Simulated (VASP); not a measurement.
# CuO in VASP: further runs

CuO is run at these levels: PBEsol, PBEsol+U, PBE; tasks: relaxation of cell and atoms, single point.

Program: VASP 6.6.1. These are calculated values, not measurements. Logs are shortened: lines on timing, memory, paths and dates and some standing lists are left out, and cuts for length are marked.

### Step 1. The cell of the first run

The typed cell holds 4 atoms: a = 2.880 Å, b = 2.880 Å, c = 5.176 Å, α = 89.81°, β = 89.81°, γ = 89.22°.

### Step 2. Relaxation of cell and atoms, PBEsol

Input file INCAR:

```
ALGO     = Normal         # electronic algorithm
EDIFF    = 1E-6           # SCF threshold, eV
EDIFFG   = -0.02          # ionic threshold
ENCUT    = 600            # plane-wave cutoff, eV
GGA      = PS             # functional
IBRION   = 2              # ionic algorithm
ISIF     = 3              # what is computed and relaxed
ISMEAR   = -1             # smearing method
LASPH    = True           # aspherical terms in the spheres
LCHARG   = False          # write CHGCAR
LREAL    = False          # projectors in reciprocal space
LWAVE    = False          # write WAVECAR
NELM     = 60             # most SCF steps
NSW      = 80             # ionic steps
PREC     = Accurate       # precision mode
SIGMA    = 0.05           # smearing width, eV
```

Input file KPOINTS:

```
k-points
0
Gamma
  9 9 5
```

Input file POSCAR:

```
CuO
1.0
    2.8795009639      0.0000000000      0.0000000000
    0.0390727580      2.8792794796      0.0000000000
    0.0174953863      0.0172449008      5.1763391994
Cu O
2 2
Direct
    0.0000000000      0.5000000000      0.0000000000
    0.5000000000      0.0000000000      0.5000000000
    0.9984239700      0.0016717800      0.7498871000
    0.0015760300      0.9983282200      0.2501129000
```

Potentials or basis: VASP PAW PBE potentials, release 64 (Cu, O).

Launch:

```bash
cat potpaw_PBE.64/Cu/POTCAR potpaw_PBE.64/O/POTCAR > POTCAR
mpirun -np 1 vasp_std > vasp.out
```

OUTCAR:

```text
EDIFF = 1E-6
   EDIFFG = -0.02
   ENCUT = 600
   GGA = PS
   IBRION = 2
   ISIF = 3
   ISMEAR = -1
   LASPH = True
   LREAL = False
   NELM = 60
   NSW = 80
   PREC = Accurate

 ion  position               nearest neighbor table
   1  0.000  0.500  0.000-   3 1.94   4 1.94   3 1.94   4 1.94
   2  0.500  0.000  0.500-   3 1.94   4 1.94   4 1.94   3 1.94
   3  0.998  0.002  0.750-   2 1.94   2 1.94   1 1.94   1 1.94
   4  0.002  0.998  0.250-   2 1.94   2 1.94   1 1.94   1 1.94

  LATTYP: Found a base centered monoclinic cell.
 ALAT       =    11.1169163425
 B/A-ratio  =     0.3638182808
 C/A-ratio  =     0.4656324948
 COS(beta)  =    -0.9295148209

  Lattice vectors:

 A1 = (   2.8620055776,  -0.0172449008,  -5.1763391994)
 A2 = (   0.0215773717,   2.8620345788,  -5.1763391994)
 A3 = (   0.0174953863,   0.0172449008,   5.1763391994)

Analysis of symmetry for initial positions (statically):
=====================================================================
 Subroutine PRICEL returns:
 Original cell was already a primitive cell.

 Routine SETGRP: Setting up the symmetry group for a
 base centered monoclinic supercell.

 Subroutine GETGRP returns: Found  2 space group operations
 (whereof  2 operations were pure point group operations)
 out of a pool of  4 trial point group operations.

The static configuration has the point symmetry S_2 .

Analysis of symmetry for dynamics (positions and initial velocities):
=====================================================================
 Subroutine PRICEL returns:
 Original cell was already a primitive cell.

 Routine SETGRP: Setting up the symmetry group for a
 base centered monoclinic supercell.

 Subroutine GETGRP returns: Found  2 space group operations
 (whereof  2 operations were pure point group operations)
 out of a pool of  4 trial point group operations.

The dynamic configuration has the point symmetry S_2 .

 Subroutine INISYM returns: Found  2 space group operations
 (whereof  2 operations are pure point group operations),
 and found     1 'primitive' translations

----------------------------------------------------------------------------------------

                                     Primitive cell

  volume of cell :      42.9164

  direct lattice vectors                    reciprocal lattice vectors
     2.879500964  0.000000000  0.000000000     0.347282398 -0.004712735 -0.001158071
     0.039072758  2.879279480  0.000000000     0.000000000  0.347309112 -0.001157055
     0.017495386  0.017244901  5.176339199     0.000000000  0.000000000  0.193186722

  length of vectors
     2.879500964  2.879544582  5.176397491     0.347316304  0.347311040  0.193186722

  position of ions in fractional coordinates (direct lattice)
     1.000000000  0.500000000  0.000000000
     0.500000000  0.000000000  0.500000000
     0.998423970  0.001671780  0.749887100
     0.001576030  0.998328220  0.250112900

  ion indices of the primitive-cell ions
   primitive index   ion index
                 1           1
                 2           2
                 3           3
                 4           4

----------------------------------------------------------------------------------------

 KPOINTS: k-points

Automatic generation of k-mesh.
 Grid dimensions read from file:
 generate k-points for:    9    9    5

 Generating k-lattice:

  Cartesian coordinates                     Fractional coordinates (reciprocal lattice)
     0.038586933 -0.000523637 -0.000128675     0.111111111 -0.000000000 -0.000000000
     0.000000000  0.038589901 -0.000128562     0.000000000  0.111111111 -0.000000000
     0.000000000  0.000000000  0.038637344     0.000000000  0.000000000  0.200000000

  Length of vectors
     0.038590700  0.038590116  0.038637344

  Shift w.r.t. Gamma in fractional coordinates (k-lattice)
     0.000000000  0.000000000  0.000000000

 Subroutine IBZKPT returns following result:
 ===========================================

 Found    203 irreducible k-points:

 Following reciprocal coordinates:
[... 39 lines left out ...]
   PSTRESS=    0.0 pullay stress
   NELECT =      34.0000    total number of electrons
   NUPDOWN=      -1.0000    fix difference up-down
   EMIN   =  10.00;   EMAX   =-10.00  energy-range for DOS
   EFERMI =   0.00;   METHOD = LEGACY
   ISMEAR =    -1;   SIGMA  =   0.05  broadening in eV -4-tet -1-fermi 0-gaus
   EFERMI_NEDOS =   21; number of points for ismear=-14 and -15
   IALGO  =     38    algorithm
   IMIX   =      4    mixing-type and parameters
     AMIX     =   0.40;   BMIX     =  1.00
     AMIX_MAG =   1.60;   BMIX_MAG =  1.00
  volume/ion in A,a.u.               =      10.73        72.40
  Fermi-wavevector in a.u.,A,eV,Ry     =   1.514816  2.862587 31.220846  2.294667
  Thomas-Fermi vector in A             =   2.624423
   LORBIT       =      0    0 simple, 1 ext, 2 COOP (PROOUT), +10 PAW based schemes
   GGA     = PS    functional components
   LHFCALC =     F    Hartree Fock is set to
   AEXX    =    0.0000 exact exchange contribution
   IVDW    =     0    specifies the selected vdW correction
   LEPSILON=     F    determine dielectric tensor
   LRPA    =     F    only Hartree local field effects (RPA)
 conjugate gradient relaxation of ions
 non-spin polarized calculation
  energy-cutoff  :      600.00
  volume of cell :       42.92
 maximum number of plane-waves:      1445
   NGX = 11   NGY = 11   NGZ = 21

--------------------------------------- Ionic step        1  -------------------------------------------

 number of electron      33.9999984 magnetization

 Free energy of the ion-electron system (eV)
  ---------------------------------------------------
  ext. energy  EPLUGINS =         0.00000000
  ---------------------------------------------------
  free energy    TOTEN  =       -21.48247781 eV

  energy without entropy =      -21.46327121  energy(sigma->0) =      -21.47287451

------------------------ aborting loop because EDIFF is reached ----------------------------------------

  FORCE on cell =-STRESS in cart. coord.  units (eV):
  Direction    XX          YY          ZZ          XY          YZ          ZX
  --------------------------------------------------------------------------------------
  -------------------------------------------------------------------------------------
  Total       -0.0553943     -0.0663021     -0.9931647     -0.0216266      0.0003090     -0.0031301
  in kB       -2.0680056     -2.4752208    -37.0772963     -0.8073752      0.0115369     -0.1168549
  external PRESSURE =     -13.8735076 kB  Pullay stress =       0.0000000 kB
[... 137 lines left out ...]
  energy  without entropy=      -21.4702179879  energy(sigma->0) =      -21.47965300

--------------------------------------- Ionic step        5  -------------------------------------------

 number of electron      33.9999976 magnetization

 Free energy of the ion-electron system (eV)
  ---------------------------------------------------
  ext. energy  EPLUGINS =         0.00000000
  ---------------------------------------------------
  free energy    TOTEN  =       -21.48961055 eV

  energy without entropy =      -21.47082170  energy(sigma->0) =      -21.48021613

 E-fermi :   5.1494     XC(G=0): -11.7884

 val. band max:        5.1066725733   @ k =  -0.4444   0.3333   0.4000
 cond. band min:       5.1921154932   @ k =  -0.4444   0.0000   0.2000
 fundamental gap:      0.0854429199
 Fermi energy:         5.1494335666

 k-point     1 :       0.0000    0.0000    0.0000
  band No.  band energies     occupation
      1     -14.8711      2.00000
      2     -13.4505      2.00000
      3      -3.3424      2.00000
      4      -0.5296      2.00000
      5      -0.5032      2.00000
      6       1.2277      2.00000
[... 550 lines left out ...]
      5      -0.6087      2.00000
      6      -0.4547      2.00000
[... 13 lines left out ...]
     20      10.9591      0.00000
     21      13.9740      0.00000

 [... further k-points ...]

------------------------ aborting loop because EDIFF is reached ----------------------------------------

  FORCE on cell =-STRESS in cart. coord.  units (eV):
  Direction    XX          YY          ZZ          XY          YZ          ZX
  --------------------------------------------------------------------------------------
  -------------------------------------------------------------------------------------
  Total        0.0113162      0.0244047     -0.0055617     -0.0206704     -0.0050900     -0.0037966
  in kB        0.4236931      0.9137425     -0.2082373     -0.7739287     -0.1905759     -0.1421502
  external PRESSURE =       0.3763994 kB  Pullay stress =       0.0000000 kB
[... 19 lines left out ...]
  FREE ENERGIE OF THE ION-ELECTRON SYSTEM (eV)
  ---------------------------------------------------
  free  energy   TOTEN  =       -21.4896105528 eV

  energy  without entropy=      -21.4708217025  energy(sigma->0) =      -21.48021613

 reached required accuracy - stopping structural energy minimisation
```

Wall time 8.6 min (1 thread of Intel Xeon Platinum 8488C (Sapphire Rapids), shared host); peak memory 0.32 GiB.

What came out:

```
Free energy                           : -21.4896 eV
Relaxed volume                        : 10.70 Å³/atom
Relaxed cell                          : a = 2.897 Å, b = 2.896 Å, c = 5.101 Å, α = 89.80°, β = 89.81°, γ = 89.30°
Space group after relaxing (to 0.1 Å) : P4_2/mmc (No. 131)
Energy gained by relaxing             : 1.8 meV/atom
Ionic steps                           : 5
Pressure after relaxing               : 0.0 GPa
Largest force after relaxing          : 0.009 eV/Å
Band gap on the k mesh                : zero (bands 17 and 18 overlap by 0.98 eV)
```

Forces in eV/Å, atoms in the order of the input:
```
Cu   0.000  0.000  0.000
Cu   0.000  0.000  0.000
O    0.002 -0.001 -0.009
O   -0.002  0.001  0.009
```

The path:
```
step  energy change (eV)  largest force (eV/Å)  pressure (GPa)  volume (Å³)
   1              0.0000                0.0124           -1.39        42.92
   2             -0.0043                0.0042            1.45        42.34
   3             -0.0047                0.0068            0.80        42.47
   4             -0.0066                0.0038            0.35        42.65
   5             -0.0071                0.0091            0.04        42.79
```

Final structure:
```yaml
crystal:
  lattice:
    - [2.89671, -0.00194, -0.00022]
    - [0.03737, 2.89603, 0.00003]
    - [0.01719, 0.01739, 5.10091]
  atoms:
    - { symbol: Cu, position: [0.00000, 0.50000, 0.00000] }
    - { symbol: Cu, position: [0.50000, 0.00000, 0.50000] }
    - { symbol: O, position: [0.99860, 0.00145, 0.75007] }
    - { symbol: O, position: [0.00140, 0.99855, 0.24993] }
```

Caveat: the PAW data sets were made with another functional, which shifts forces and pressure a little; semilocal functionals often make such compounds metallic where correlation or magnetic order opens a gap, which also shifts bond lengths. With open d or f shells a metallic result of PBEsol can be an artefact of self-interaction; +U or a hybrid may open a gap.

### Step 3. Single point, PBEsol+U

This run uses another cell than the first one, of 10.69 Å³/atom.

Input file INCAR:

```
SYSTEM = CuO
ALGO     = Normal         ! electronic algorithm
EDIFF    = 1E-7           ! SCF threshold, eV
ENCUT    = 520            ! plane-wave cutoff, eV
GGA      = PS             ! functional
ISIF     = 2              ! what is computed and relaxed
ISMEAR   = -1             ! smearing method
LASPH    = .TRUE.         ! aspherical terms in the spheres
LCHARG   = .TRUE.         ! write CHGCAR
LDAU     = .TRUE.         ! DFT+U
LDAUJ    = 0 0          
LDAUL    = 2 -1           ! shell
LDAUPRINT= 1            
LDAUTYPE = 2            
LDAUU    = 1 0            ! U, eV
LELF     = .TRUE.         ! ELF
LMAXMIX  = 4              ! l up to which the mixer works
LREAL    = .FALSE.        ! projectors in reciprocal space
LVHAR    = .TRUE.       
LWAVE    = .FALSE.        ! write WAVECAR
NBANDS   = 25             ! bands
NELM     = 150            ! most SCF steps
PREC     = Accurate       ! precision mode
SIGMA    = 0.05           ! smearing width, eV
```

Input file KPOINTS:

```
k-points
0
G
  9 9 5
  0 0 0
```

Input file POSCAR:

```
CuO
1.0
    2.8976895299     -0.0151920070     -0.0035842084
    0.0241287253      2.8975983000     -0.0035546986
    0.0110717569      0.0109603833      5.0946522046
Cu O
2 2
Direct
    0.0000000000      0.5000000000      0.0000000000
    0.5000000000      0.0000000000      0.5000000000
    0.9996370135      0.0003670781      0.7500001346
    0.0003629865      0.9996329219      0.2499998654
```

Potentials or basis: VASP PAW PBE potentials, release 64 (Cu, O).

Launch:

```bash
cat potpaw_PBE.64/Cu/POTCAR potpaw_PBE.64/O/POTCAR > POTCAR
mpirun -np 1 vasp_std > vasp.out
```

Run time: 3.3 min. Hardware: 1 thread of Intel Xeon 8259CL, shared host; peak memory 0.23 GiB.

It converged, with:

```
Free energy            : -20.7632 eV
Pressure               : -0.4 GPa
Band gap on the k mesh : zero (bands 17 and 18 overlap by 1.00 eV)
```

Stress tensor (GPa, compression positive):
```
-0.43 -0.02 -0.01
-0.02 -0.43 -0.01
-0.01 -0.01 -0.33
```

Levels at points of the mesh, in eV from the Fermi level:
```
           k point  band 13  band 14  band 15  band 16  band 17  band 18  band 19  band 20  band 21  band 22
(0.00, 0.00, 0.00)    -2.65    -2.56    -2.54    -2.12     0.72     0.73     1.51     6.13     7.48    13.30
```

Eigenvalues of the final occupation matrices:
```tsv
site	spin	trace	eigenvalues
site 1 d	1	4.59	0.79 0.92 0.95 0.95 0.97
site 1 d	2	4.59	0.79 0.92 0.95 0.95 0.97
site 2 d	1	4.59	0.79 0.92 0.95 0.95 0.97
site 2 d	2	4.59	0.79 0.92 0.95 0.95 0.97
```

Caveat: the PAW data sets were made with another functional, which shifts forces and pressure a little; U without spin polarisation on a metal has little footing.

### Step 4. Single point, PBEsol+U

Input file INCAR:

```
SYSTEM = CuO
  PREC = Accurate
  ENCUT = 520
  EDIFF = 1E-7
  ISMEAR = -1
  SIGMA = 0.05
  LREAL = .FALSE.
  LASPH = .TRUE.
  NELM = 150
  ALGO = Normal
  ISIF = 2
  LWAVE = .FALSE.
  LCHARG = .TRUE.
  LMAXMIX = 4
  LDAU = .TRUE.
  LDAUTYPE = 2
  LDAUL = 2 -1
  LDAUU = 2 0
  LDAUJ = 0 0
  LDAUPRINT = 1
  GGA = PS
  LELF = .TRUE.
  LVHAR = .TRUE.
  NBANDS = 25
```

Input file KPOINTS:

```
regular mesh
0
G
  9 9 5
  0 0 0
```

Input file POSCAR:

```
CuO
1.0
    2.9003999536     -0.0147288451     -0.0034386381
    0.0246286300      2.9002962403     -0.0034121630
    0.0113526834      0.0112320166      5.0999525976
Cu O
2 2
Direct
    0.0000000000      0.5000000000      0.0000000000
    0.5000000000      0.0000000000      0.5000000000
    0.9995890555      0.0004139474      0.7500006588
    0.0004109445      0.9995860526      0.2499993412
```

Launch:

```bash
cat potpaw_PBE.64/Cu/POTCAR potpaw_PBE.64/O/POTCAR > POTCAR
mpirun -np 1 vasp_std > vasp.out
```

Wall time 3.3 min (1 thread of Intel Xeon 8259CL, shared host); peak memory 0.23 GiB.

The run converged. Its results:

| Item | Value |
| --- | --- |
| Free energy | -20.0644 eV |
| Pressure | -1.6 GPa |
| Band gap on the k mesh | zero (bands 17 and 18 overlap by 1.01 eV) |

Stress tensor (GPa, compression positive):
```
-1.49 -0.02 -0.01
-0.02 -1.49 -0.01
-0.01 -0.01 -1.73
```

Levels at points of the mesh, in eV from the Fermi level:
| k point | band 13 | band 14 | band 15 | band 16 | band 17 | band 18 | band 19 | band 20 | band 21 | band 22 |
| --- | --- | --- | --- | --- | --- | --- | --- | --- | --- | --- |
| (0.00, 0.00, 0.00) | -2.83 | -2.75 | -2.46 | -2.26 | 0.72 | 0.73 | 1.54 | 6.22 | 7.52 | 13.33 |

Eigenvalues of the final occupation matrices:
| site | spin | trace | eigenvalues |
| --- | --- | --- | --- |
| site 1 d | 1 | 4.60 | 0.79 0.93 0.96 0.96 0.97 |
| site 1 d | 2 | 4.60 | 0.79 0.93 0.96 0.96 0.97 |
| site 2 d | 1 | 4.60 | 0.79 0.93 0.96 0.96 0.97 |
| site 2 d | 2 | 4.60 | 0.79 0.93 0.96 0.96 0.97 |

Caveat: the PAW data sets were made with another functional, which shifts forces and pressure a little; U without spin polarisation on a metal has little footing.

### Step 5. Single point, PBE (atoms moved at random)

Input file INCAR:

```
SYSTEM = CuO
PREC = Accurate
ENCUT = 1340
EDIFF = 1E-6
ISMEAR = -1
SIGMA = 0.05
LREAL = .False.
LASPH = .True.
NELM = 120
ALGO = Normal
ISIF = 2
LWAVE = .False.
LCHARG = .False.
GGA = PE
NBANDS = 33
GGA_COMPAT = .False.
```

Input file KPOINTS:

```
Automatic mesh
0
Gamma
  9 9 5
  0 0 0
```

Input file POSCAR:

```
CuO
1.0
    2.8795009639      0.0000000000      0.0000000000
    0.0390727580      2.8792794796      0.0000000000
    0.0174953863      0.0172449008      5.1763391994
Cu O
2 2
Direct
   -0.0130100000      0.5065550000     -0.0001290000
    0.4863870000      0.0009910000      0.5025370000
    0.9959260000     -0.0093790000      0.7470280000
    0.0000390000      0.9917150000      0.2500130000
```

Potentials or basis: VASP PAW PBE potentials, release 64 (Cu_sv_GW, O_h).

Launch:

```bash
cat potpaw_PBE.64/Cu_sv_GW/POTCAR potpaw_PBE.64/O_h/POTCAR > POTCAR
mpirun -np 1 vasp_std > vasp.out
```

Wall time 14 min (1 thread of AMD EPYC 9R45 (Zen 5), shared host); peak memory 1.1 GiB.

It converged, with:

```
Free energy            : -19.8488 eV
Pressure               : 5.9 GPa
Largest force          : 0.679 eV/Å
Band gap on the k mesh : zero (bands 25 and 26 overlap by 0.91 eV)
```

Forces on the atoms (eV/Å):
```
Cu   0.118 -0.669 -0.010
Cu   0.536 -0.108 -0.327
O   -0.338  0.407  0.290
O   -0.316  0.370  0.046
```

Stress tensor (GPa, compression positive):
```
 6.70  0.08 -0.10
 0.08  6.11 -0.24
-0.10 -0.24  4.97
```

Levels at points of the mesh, in eV from the Fermi level:
| k point | band 22 | band 23 | band 24 | band 25 | band 26 | band 27 | band 28 | band 29 |
| --- | --- | --- | --- | --- | --- | --- | --- | --- |
| (0.00, 0.00, 0.00) | -2.40 | -2.33 | -2.03 | 0.65 | 0.71 | 1.47 | 6.18 | 7.31 |

Caveat: the cell differs from its parent crystal (atoms moved at random); the cell stands under pressure; semilocal functionals often make such compounds metallic where correlation or magnetic order opens a gap, which also shifts bond lengths.

### Step 6. Summary

```csv
task,level,potentials or basis,U,cell,cutoff (eV),gap on the mesh (eV),pressure (GPa),largest force (eV/Å)
relaxation of cell and atoms,PBEsol,"VASP PAW PBE potentials, release 64 (Cu, O)",-,"relaxed from a = 2.880, b = 2.880, c = 5.176 Å, angles 89.8, 89.8, 89.2°, 4 atoms, atomic positions A",600,none,0.0,0.01
single point,PBEsol+U,"VASP PAW PBE potentials, release 64 (Cu, O)",Cu d U = 1.0 eV,"a = 2.898, b = 2.898, c = 5.095 Å, angles 89.9, 89.9, 89.8°, 4 atoms, atomic positions B",520,none,-0.4,-
single point,PBEsol+U,"VASP PAW PBE potentials, release 64 (Cu, O)",Cu d U = 2.0 eV,"a = 2.900, b = 2.900, c = 5.100 Å, angles 89.9, 89.9, 89.8°, 4 atoms, atomic positions B",520,none,-1.6,-
single point,PBE,"VASP PAW PBE potentials, release 64 (Cu_sv_GW, O_h)",-,"a = 2.880, b = 2.880, c = 5.176 Å, angles 89.8, 89.8, 89.2°, 4 atoms, atomic positions C",1340,none,5.9,0.68
```

Alike in all rows: no spin polarisation; k mesh 9 × 9 × 5; smearing fermi-dirac 0.05 eV.

Caveats: the PAW data sets were made with another functional, which shifts forces and pressure a little (at least some runs); semilocal functionals often make such compounds metallic where correlation or magnetic order opens a gap, which also shifts bond lengths (at least some runs); U without spin polarisation on a metal has little footing (at least some runs); the cell stands under pressure (at least some runs).

Total energies depend on the potentials used, so only differences within one code and one set of settings carry meaning.

The gap in the log of VASP goes by the Fermi energy; the results here count the filled bands.